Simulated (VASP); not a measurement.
A run of VASP 6.6.1 is set up as follows.

The input INCAR:

```
SYSTEM = NaCa18
  ALGO = Normal
  EDIFF = 1E-6
  ENCUT = 520
  GGA = PE
  ISIF = 2
  ISMEAR = 0
  IVDW = 12
  LASPH = .True.
  LCHARG = .True.
  LELF = .True.
  LREAL = Auto
  LVHAR = .True.
  LWAVE = .False.
  NBANDS = 108
  NELM = 80
  PREC = Accurate
  SIGMA = 0.15
```

KPOINTS

```
k-points
0
Gamma
  3 2 1
  0 0 0
```

File POSCAR:

```
NaCa18
1.0
    7.8913120000      0.0000000000      0.0000000000
    5.9184840000     10.2511150000      0.0000000000
    0.0000000000      0.0000000000     18.4432290000
Ca Na
18 1
Direct
    0.1666666504      0.1111111328      0.0542203862
    0.6666666504      0.1111111328      0.0542203862
    0.1666666748      0.4444444336      0.0542203862
    0.6666666748      0.4444444336      0.0542203862
    0.1666666260      0.7777778320      0.0542203862
    0.6666666260      0.7777778320      0.0542203862
   -0.1656168894      0.2198438902      0.2198957135
    0.3330811183      0.2218912772      0.2159169633
   -0.1656940522      0.5548004290      0.2188062622
    0.3350621863      0.5524329792      0.2187793688
   -0.1642096051      0.8880624205      0.2185547878
    0.3320188877      0.8884106753      0.2181799619
   -0.0008103119      0.0015460757      0.3885578821
    0.5010882180     -0.0018809661      0.3774784231
    0.0054194229      0.3292381365      0.3835423287
    0.4977640373      0.3280079289      0.3853924386
    0.0020314130      0.6641252195      0.3837762357
    0.5002071866      0.6650566304      0.3823204169
    0.3502711586      0.1780278536      0.5451386522
```

Potentials or basis: VASP PAW PBE potentials, release 64 (Ca_sv, Na_pv).

Command:

```sh
$ cat potpaw_PBE.64/Ca_sv/POTCAR potpaw_PBE.64/Na_pv/POTCAR > POTCAR
$ mpirun -np 1 vasp_std > vasp.out
```

Estimate the dispersion energy per atom.

-0.170 eV.

What does it give for the largest force?

0.050 eV/Å.

Estimate the band gap on the k mesh.

zero (an odd number of electrons rules out a gap without spin polarisation).

Forces on the atoms (eV/Å):
```
Ca  -0.006 -0.003 -0.041
Ca   0.001 -0.004 -0.032
Ca  -0.001  0.002 -0.043
Ca   0.002 -0.030  0.040
Ca  -0.003 -0.010  0.025
Ca   0.004  0.023  0.021
Ca  -0.002 -0.002  0.001
Ca  -0.001  0.004 -0.009
Ca   0.002  0.002  0.001
Ca  -0.001 -0.003  0.003
Ca   0.010 -0.003 -0.006
Ca  -0.014  0.000 -0.008
Ca   0.008 -0.004  0.010
Ca  -0.004  0.018  0.026
Ca   0.013 -0.013  0.019
Ca  -0.007 -0.004  0.011
Ca  -0.005 -0.008  0.004
Ca   0.000 -0.004  0.003
Na   0.002  0.040 -0.027
```
